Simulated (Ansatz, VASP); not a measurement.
**Al3Cu: VASP beside Ansatz**

```
Al Cu
1.0
     4.03830    0.00000    0.00000
     0.00000    4.03830    0.00000
     0.00000    0.00000    4.03830
Al Cu
3 1
Direct
  0.00000 0.50000 0.50000
  0.50000 0.00000 0.50000
  0.50000 0.50000 0.00000
  0.00000 0.00000 0.00000
```

Alike in both runs: task single point; functional PBEsol; k mesh 12 × 12 × 12; occupations gaussian, width 0.1 eV; no spin polarisation.

|  | VASP | Ansatz |
| --- | --- | --- |
| version | VASP 6.6.1 | Ansatz 0.2.0 |
| potentials or method | VASP PAW PBE potentials, release 64 (Al, Cu), cutoff 520 eV | scalar-relativistic, plane waves, PAW |
| valence electrons in the cell | 20 | 28 |

|  | VASP | Ansatz | Ansatz less VASP |
| --- | --- | --- | --- |
| gap on the k mesh at the Fermi level (eV) | none | none | - |
| pressure (GPa) | -8.6 | -8.8 | -0.15 |

VASP's potentials were made for PBE, not for PBEsol. A gap of «none» marks a metal or a gap that the smearing closes. VASP's potentials hold 20 valence electrons a cell and Ansatz's 28, so a difference there can come from the potentials and not from the codes.
